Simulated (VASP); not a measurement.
# LiRe3 (Fm-3m) in VASP: further runs

Runs on LiRe3. Level: PBE. Tasks: single point.

Program: VASP 6.6.1. These are calculated values, not measurements. Logs are shortened: lines on timing, memory, paths and dates and some standing lists are left out, and cuts for length are marked.

## (1) The cell of the first run

Symmetry: Fm-3m, No. 225, cubic system. The conventional cell has a = 6.212 Å, b = 6.212 Å, c = 6.212 Å, α = 90.00°, β = 90.00°, γ = 90.00°. Within 3.5 Å of Li (site symmetry m-3m) lie 14 Re at 2.69 to 3.11 Å. Within 3.5 Å of Re (site symmetry -43m) lie 10 Re at 2.69 to 3.11 Å and 4 Li at 2.69 Å. Re (site symmetry m-3m) has 8 Re at 2.69 Å and 6 Li at 3.11 Å within 3.5 Å.

## (2) Single point, PBE

Input file INCAR:

```
ALGO = Normal ; EDIFF = 1E-6
ENCUT = 520 ; GGA = PE
ISIF = 2 ; ISMEAR = 1
LASPH = True ; LCHARG = True
LELF = True ; LREAL = False
LVHAR = True ; LWAVE = False
NBANDS = 20 ; NELM = 100
PREC = Accurate ; SIGMA = 0.1
```

Input file KPOINTS:

```
k-points
0
Gamma
  7 7 7
```

Input file POSCAR:

```
LiRe3
1.0
    0.0000000000      3.1062171890      3.1062171890
    3.1062171890      0.0000000000      3.1062171890
    3.1062171890      3.1062171890      0.0000000000
Li Re
1 3
Direct
    0.0000000000      0.0000000000      0.0000000000
    0.7500000000      0.7500000000      0.7500000000
    0.2500000000      0.2500000000      0.2500000000
    0.5000000000      0.5000000000      0.5000000000
```

Potentials or basis: VASP PAW PBE potentials, release 64 (Li_sv, Re).

The run is started by

```
> cat potpaw_PBE.64/Li_sv/POTCAR potpaw_PBE.64/Re/POTCAR > POTCAR
> mpirun -np 1 vasp_std > vasp.out
```

OUTCAR:

```text
EDIFF = 1E-6
   ENCUT = 520
   GGA = PE
   ISIF = 2
   ISMEAR = 1
   LASPH = True
   LREAL = False
   NELM = 100
   PREC = Accurate

 ion  position               nearest neighbor table
   1  0.000  0.000  0.000-   2 2.69   2 2.69   2 2.69   3 2.69   3 2.69   3 2.69   3 2.69   2 2.69

   2  0.750  0.750  0.750-   4 2.69   4 2.69   4 2.69   1 2.69   1 2.69   1 2.69   4 2.69   1 2.69
                             3 3.11   3 3.11   3 3.11   3 3.11   3 3.11   3 3.11
   3  0.250  0.250  0.250-   1 2.69   1 2.69   1 2.69   4 2.69   4 2.69   4 2.69   4 2.69   1 2.69
                             2 3.11   2 3.11   2 3.11   2 3.11   2 3.11   2 3.11
   4  0.500  0.500  0.500-   3 2.69   3 2.69   3 2.69   2 2.69   2 2.69   2 2.69   3 2.69   2 2.69

  LATTYP: Found a face centered cubic cell.
 ALAT       =     6.2124343780

  Lattice vectors:

 A1 = (   0.0000000000,   3.1062171890,   3.1062171890)
 A2 = (   3.1062171890,   0.0000000000,   3.1062171890)
 A3 = (   3.1062171890,   3.1062171890,   0.0000000000)

Analysis of symmetry for initial positions (statically):
=====================================================================
 Subroutine PRICEL returns:
 Original cell was already a primitive cell.

 Routine SETGRP: Setting up the symmetry group for a
 face centered cubic supercell.

 Subroutine GETGRP returns: Found 48 space group operations
 (whereof 48 operations were pure point group operations)
 out of a pool of 48 trial point group operations.

The static configuration has the point symmetry O_h .

Analysis of symmetry for dynamics (positions and initial velocities):
=====================================================================
 Subroutine PRICEL returns:
 Original cell was already a primitive cell.

 Routine SETGRP: Setting up the symmetry group for a
 face centered cubic supercell.

 Subroutine GETGRP returns: Found 48 space group operations
 (whereof 48 operations were pure point group operations)
 out of a pool of 48 trial point group operations.

The dynamic configuration has the point symmetry O_h .

 Subroutine INISYM returns: Found 48 space group operations
 (whereof 48 operations are pure point group operations),
 and found     1 'primitive' translations

----------------------------------------------------------------------------------------

                                     Primitive cell

  volume of cell :      59.9412

  direct lattice vectors                    reciprocal lattice vectors
     0.000000000  3.106217189  3.106217189    -0.160967495  0.160967495  0.160967495
     3.106217189  0.000000000  3.106217189     0.160967495 -0.160967495  0.160967495
     3.106217189  3.106217189  0.000000000     0.160967495  0.160967495 -0.160967495

  length of vectors
     4.392854476  4.392854476  4.392854476     0.278803880  0.278803880  0.278803880

  position of ions in fractional coordinates (direct lattice)
     0.000000000  0.000000000  0.000000000
     0.750000000  0.750000000  0.750000000
     0.250000000  0.250000000  0.250000000
     0.500000000  0.500000000  0.500000000

  ion indices of the primitive-cell ions
   primitive index   ion index
                 1           1
                 2           2
                 3           3
                 4           4

----------------------------------------------------------------------------------------

 KPOINTS: k-points

Automatic generation of k-mesh.
 Grid dimensions read from file:
 generate k-points for:    7    7    7

 Generating k-lattice:

  Cartesian coordinates                     Fractional coordinates (reciprocal lattice)
    -0.022995356  0.022995356  0.022995356     0.142857143  0.000000000  0.000000000
     0.022995356 -0.022995356  0.022995356     0.000000000  0.142857143  0.000000000
     0.022995356  0.022995356 -0.022995356     0.000000000  0.000000000  0.142857143

  Length of vectors
     0.039829126  0.039829126  0.039829126

  Shift w.r.t. Gamma in fractional coordinates (k-lattice)
     0.000000000  0.000000000  0.000000000

 Subroutine IBZKPT returns following result:
 ===========================================

 Found     20 irreducible k-points:

 Following reciprocal coordinates:
            Coordinates               Weight
  0.000000  0.000000  0.000000      1.000000
  0.142857  0.000000  0.000000      8.000000
  0.285714  0.000000  0.000000      8.000000
  0.428571  0.000000  0.000000      8.000000
  0.142857  0.142857  0.000000      6.000000
  0.285714  0.142857  0.000000     24.000000
[... 12 lines left out ...]
 -0.428571  0.428571  0.142857     24.000000
 -0.285714  0.428571  0.142857     24.000000
   k-points           NKPTS =     20   k-points in BZ     NKDIM =     20   number of bands    NBANDS=     20
   number of dos      NEDOS =    301   number of ions     NIONS =      4
   total plane-waves  NPLWV =  46656
   dimension x,y,z NGX =    36 NGY =   36 NGZ =   36
   dimension x,y,z NGXF=    72 NGYF=   72 NGZF=   72
   ions per type =               1   3
   NGX,Y,Z   is equivalent  to a cutoff of  13.62, 13.62, 13.62 a.u.
   NGXF,Y,Z  is equivalent  to a cutoff of  27.25, 27.25, 27.25 a.u.
 SYSTEM =  unknown system
   PREC   = accura    normal or accurate (medium, high low for compatibility)
   ISTART =      0    job   : 0-new  1-cont  2-samecut
   ICHARG =      2    charge: 1-file 2-atom 10-const
   ISPIN  =      1    spin polarized calculation?
   LNONCOLLINEAR =      F non collinear calculations
   LSORBIT =      F    spin-orbit coupling
   LASPH  =      T    aspherical Exc in radial PAW
   ENCUT  =  520.0 eV  38.22 Ry    6.18 a.u.   8.17  8.17  8.17*2*pi/ulx,y,z
   NELM   =    100;   NELMIN=  2; NELMDL= -5     # of ELM steps
   EDIFF  = 0.1E-05   stopping-criterion for ELM
   LREAL  =      F    real-space projection
   EDIFFG = 0.1E-04   stopping-criterion for IOM
   NSW    =      0    number of steps for IOM
   IBRION =     -1    ionic relax: 0-MD 1-quasi-New 2-CG
   NFREE  =      0    steps in history (QN), initial steepest desc. (CG)
   ISIF   =      2    stress and relaxation
   ISYM   =      2    0-nonsym 1-usesym 2-fastsym
   POTIM  = 0.5000    time-step for ionic-motion
   TEBEG  =    0.0;   TEEND  =   0.0 temperature during run
   PSTRESS=    0.0 pullay stress
   NELECT =      24.0000    total number of electrons
   NUPDOWN=      -1.0000    fix difference up-down
   EMIN   =  10.00;   EMAX   =-10.00  energy-range for DOS
   EFERMI =   0.00;   METHOD = LEGACY
   ISMEAR =     1;   SIGMA  =   0.10  broadening in eV -4-tet -1-fermi 0-gaus
   EFERMI_NEDOS =   21; number of points for ismear=-14 and -15
   IALGO  =     38    algorithm
   IMIX   =      4    mixing-type and parameters
     AMIX     =   0.40;   BMIX     =  1.00
     AMIX_MAG =   1.60;   BMIX_MAG =  1.00
  volume/ion in A,a.u.               =      14.99       101.13
  Fermi-wavevector in a.u.,A,eV,Ry     =   1.206619  2.280179 19.809116  1.455929
  Thomas-Fermi vector in A             =   2.342281
   LORBIT       =      0    0 simple, 1 ext, 2 COOP (PROOUT), +10 PAW based schemes
   GGA     = PE    functional components
   LHFCALC =     F    Hartree Fock is set to
   AEXX    =    0.0000 exact exchange contribution
   IVDW    =     0    specifies the selected vdW correction
   LEPSILON=     F    determine dielectric tensor
   LRPA    =     F    only Hartree local field effects (RPA)
 non-spin polarized calculation
 Methfessel and Paxton  Order N= 1 SIGMA  =   0.10
  energy-cutoff  :      520.00
  volume of cell :       59.94
 maximum number of plane-waves:      1639
 NGX is ok and might be reduce to    36
   NGX = 17   NGY = 17   NGZ = 17

 number of electron      24.0000005 magnetization

 Free energy of the ion-electron system (eV)
  ---------------------------------------------------
  ext. energy  EPLUGINS =         0.00000000
  ---------------------------------------------------
  free energy    TOTEN  =       -38.17478336 eV

  energy without entropy =      -38.17391232  energy(sigma->0) =      -38.17449301

 E-fermi :   6.0206     XC(G=0): -12.3621

 val. band max:        6.0166908434   @ k =   0.4286   0.1429   0.0000
 cond. band min:       6.0261294950   @ k =  -0.4286   0.2857   0.0000
 fundamental gap:      0.0094386516
 Fermi energy:         6.0205940450

 k-point     1 :       0.0000    0.0000    0.0000
  band No.  band energies     occupation
      1     -38.8141      2.00000
      2      -2.4694      2.00000
      3       1.3289      2.00000
      4       1.3289      2.00000
      5       2.6644      2.00000
      6       2.6644      2.00000
[... 12 lines left out ...]
     19      13.7047      0.00000
     20      13.7486      0.00000

 k-point     2 :       0.1429    0.0000    0.0000
  band No.  band energies     occupation
      1     -38.8138      2.00000
      2      -2.1726      2.00000
      3       1.4412      2.00000
      4       1.4412      2.00000
      5       2.4162      2.00000
      6       2.7361      2.00000
[... 12 lines left out ...]
     19      13.8623      0.00000
     20      13.8853      0.00000

 k-point     3 :       0.2857    0.0000    0.0000
  band No.  band energies     occupation
      1     -38.8135      2.00000
      2      -1.3509      2.00000
      3       1.7683      2.00000
      4       1.7683      2.00000
      5       2.2402      2.00000
      6       2.7370      2.00000
[... 12 lines left out ...]
     19      14.1344      0.00000
     20      14.2740      0.00000

 k-point     4 :       0.4286    0.0000    0.0000
  band No.  band energies     occupation
      1     -38.8133      2.00000
      2      -0.3271      2.00000
      3       2.0501      2.00000
      4       2.1568      2.00000
      5       2.1568      2.00000
      6       2.3951      2.00000
[... 337 lines left out ...]
 k-point    19 :      -0.4286    0.4286    0.1429
  band No.  band energies     occupation
      1     -38.8131      2.00000
      2       0.4613      2.00000
      3       0.9910      2.00000
      4       1.3105      2.00000
      5       2.1263      2.00000
      6       2.8654      2.00000
[... 12 lines left out ...]
     19       9.5505      0.00000
     20       9.6285      0.00000

 k-point    20 :      -0.2857    0.4286    0.1429
  band No.  band energies     occupation
      1     -38.8130      2.00000
      2       0.7145      2.00000
      3       0.9733      2.00000
      4       1.4872      2.00000
      5       1.8462      2.00000
      6       2.8223      2.00000
[... 12 lines left out ...]
     19       9.6396      0.00000
     20       9.6539      0.00000

------------------------ aborting loop because EDIFF is reached ----------------------------------------

  FORCE on cell =-STRESS in cart. coord.  units (eV):
  Direction    XX          YY          ZZ          XY          YZ          ZX
  --------------------------------------------------------------------------------------
  -------------------------------------------------------------------------------------
  Total       -5.6263954     -5.6263954     -5.6263954     -0.0000000     -0.0000000      0.0000000
  in kB     -150.3887595   -150.3887595   -150.3887595     -0.0000000     -0.0000000      0.0000000
  external PRESSURE =    -150.3887595 kB  Pullay stress =       0.0000000 kB

 VOLUME and BASIS-vectors are now :
 -----------------------------------------------------------------------------
  energy-cutoff  :      520.00
  volume of cell :       59.94
      direct lattice vectors                 reciprocal lattice vectors
     0.000000000  3.106217189  3.106217189    -0.160967495  0.160967495  0.160967495
     3.106217189  0.000000000  3.106217189     0.160967495 -0.160967495  0.160967495
     3.106217189  3.106217189  0.000000000     0.160967495  0.160967495 -0.160967495

 POSITION                                       TOTAL-FORCE (eV/Angst)
 -----------------------------------------------------------------------------------
      0.00000      0.00000      0.00000         0.000000     -0.000000      0.000000
      4.65933      4.65933      4.65933        -0.000000     -0.000000     -0.000000
      1.55311      1.55311      1.55311        -0.000000      0.000000      0.000000
      3.10622      3.10622      3.10622         0.000000     -0.000000      0.000000
 -----------------------------------------------------------------------------------
    total drift:                                0.000000      0.000000      0.000000

  FREE ENERGIE OF THE ION-ELECTRON SYSTEM (eV)
  ---------------------------------------------------
  free  energy   TOTEN  =       -38.1747833628 eV

  energy  without entropy=      -38.1739123181  energy(sigma->0) =      -38.17449301
```

It took 35 s on 1 thread of Intel Xeon Platinum 8488C (Sapphire Rapids), shared host; peak memory 0.2 GiB.

What came out:

```
Free energy            : -38.1748 eV
Band gap on the k mesh : zero (band 12 reaches 7.67 eV, above the bottom of band 13 at 5.37 eV)
```

Levels at points of the mesh, in eV from the Fermi level:
```tsv
k point	band 8	band 9	band 10	band 11	band 12	band 13	band 14	band 15	band 16	band 17
(0.00, 0.00, 0.00)	-2.65	-2.65	-2.65	1.65	1.65	1.65	1.73	1.73	2.54	2.54
```

Caveat: the cutoff is under 1.25 times the usual one of these potentials, so pressure, stress and relaxed cells hold a basis-set (Pulay) error; spin-orbit coupling is left out, which moves the levels of the heavy elements.

## (3) Single point, PBE

This run uses another cell than the first one, of 15.36 Å³/atom, 1.025 times its volume.

Input file INCAR:

```
SYSTEM = LiRe3
PREC = Accurate ; ENCUT = 520
EDIFF = 1E-6 ; ISMEAR = 1
SIGMA = 0.1 ; LREAL = .FALSE.
LASPH = .TRUE. ; NELM = 60
ALGO = Normal ; ISIF = 2
LWAVE = .FALSE. ; LCHARG = .FALSE.
GGA = PE ; NBANDS = 20
```

Input file KPOINTS:

```
regular mesh
0
G
  7 7 7
  0 0 0
```

Input file POSCAR:

```
LiRe3
1.0
    0.0000000000      3.1322118468      3.1322118468
    3.1322118468      0.0000000000      3.1322118468
    3.1322118468      3.1322118468      0.0000000000
Li Re
1 3
Direct
    0.0000000000      0.0000000000      0.0000000000
    0.7500000000      0.7500000000      0.7500000000
    0.2500000000      0.2500000000      0.2500000000
    0.5000000000      0.5000000000      0.5000000000
```

Potentials or basis: VASP PAW PBE potentials, release 64 (Li_sv, Re).

The run is started by

```
> cat potpaw_PBE.64/Li_sv/POTCAR potpaw_PBE.64/Re/POTCAR > POTCAR
> mpirun -np 1 vasp_std > vasp.out
```

Run time: 36 s. Hardware: 1 thread of Intel Xeon Platinum 8488C (Sapphire Rapids), shared host; peak memory 0.2 GiB.

Results (log left out):

| Property | Result |
| --- | --- |
| Free energy | -38.0109 eV |
| Band gap on the k mesh | zero (band 12 reaches 7.35 eV, above the bottom of band 13 at 5.14 eV) |

Levels at points of the mesh, in eV from the Fermi level:
```
           k point  band 8  band 9  band 10  band 11  band 12  band 13  band 14  band 15  band 16  band 17
(0.00, 0.00, 0.00)   -2.58   -2.58    -2.58     1.59     1.59     1.59     1.67     1.67     2.44     2.44
```

Caveat: the cutoff is under 1.25 times the usual one of these potentials, so pressure, stress and relaxed cells hold a basis-set (Pulay) error; spin-orbit coupling is left out, which moves the levels of the heavy elements.
